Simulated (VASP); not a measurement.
## AlRu: single point with r2SCAN

Crystal: AlRu.

```
CELL_PARAMETERS angstrom
2.95249 0.00000 0.00000
0.00000 2.95249 0.00000
0.00000 0.00000 2.95249
ATOMIC_POSITIONS crystal
Al 0.00000 0.00000 0.00000
Ru 0.50000 0.50000 0.50000
```

```
Program                : VASP 6.6.1
Task                   : single point
Functional             : r2SCAN
Potentials or basis    : VASP PAW PBE potentials, release 64 (Al, Ru_pv)
Cutoff                 : 520 eV
k mesh                 : 14 × 14 × 14
Occupations            : gaussian, width 0.1 eV
Spin                   : no spin polarisation
Dipole correction      : no
Further INCAR settings : ALGO = Normal; EDIFF = 1e-06; NBANDS = 16
```

```json
{"Pressure": "7.4 GPa", "Band gap on the k mesh": "zero (an odd number of electrons rules out a gap without spin polarisation)"}
```

Levels at points of the mesh, in eV from the Fermi level:
```
           k point  band 7  band 8  band 9  band 10  band 11  band 12
(0.00, 0.00, 0.00)    0.18    0.18    0.18     6.72     6.72     6.72
(0.50, 0.00, 0.00)   -1.78   -1.78    0.47     2.67     7.71    10.41
(0.50, 0.50, 0.00)   -1.50   -1.33   -1.33     1.83     5.93     7.18
(0.50, 0.50, 0.50)    1.93    1.93    3.45     4.42     4.42     4.42
```

Run time: 2.3 min on 1 thread of Intel Xeon 8259CL, with other jobs on the host, peak memory 0.18 GiB.

Caveat: the cell stands under pressure; the PAW data sets were made with another functional, which shifts forces and pressure a little.
